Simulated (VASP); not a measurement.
## MnS: single point with PBEsol

MnS:

```
Mn S
1.0
     0.00000    2.44003    2.44003
     2.44003    0.00000    2.44003
     2.44003    2.44003    0.00000
Mn S
1 1
Direct
  0.00000 0.00000 0.00000
  0.75000 0.75000 0.75000
```

This cell differs from its parent crystal: volume scaled by 0.96.

```
Program                : VASP 6.6.1
Task                   : single point
Functional             : PBEsol
Potentials or basis    : VASP PAW PBE potentials, release 64 (Mn_pv, S)
Cutoff                 : 520 eV
k mesh                 : 9 × 9 × 9
Occupations            : fermi-dirac, width 0.05 eV
Spin                   : collinear spin, ferromagnetic start
Starting moments       : [4.0, 0.0] μB
Dipole correction      : no
Further INCAR settings : ALGO = Normal; EDIFF = 1e-07; NBANDS = 20
```

* Pressure: 3.4 GPa
* Net moment: 0.18 μB per cell
* Site moments: Mn +0.17; S -0.00 μB
* Valence electrons inside the program's atomic spheres: Mn 12.13; S 3.74

Levels at points of the mesh, in eV from the Fermi level:
Spin up:
```
           k point  band 7  band 8  band 9  band 10  band 11  band 12  band 13  band 14
(0.00, 0.00, 0.00)   -4.85   -0.89   -0.89     3.92     3.92     3.92     3.95     8.04
```
Spin down:
```tsv
k point	band 5	band 6	band 7	band 8	band 9	band 10	band 11	band 12	band 13	band 14
(0.00, 0.00, 0.00)	-4.81	-4.81	-4.81	-0.70	-0.70	3.97	3.99	3.99	3.99	8.08
```

It took 36 s on 1 thread of Intel(R) Xeon(R) Platinum 8488C (Sapphire Rapids), on a shared host, peak memory 0.18 GiB.

Caveat: the PAW data sets were made with another functional, which shifts forces and pressure a little; the moment fell far below its start of 4 μB, so a state of higher moment may lie lower in energy; semilocal functionals often make such compounds metallic where correlation or magnetic order opens a gap, which also shifts bond lengths.
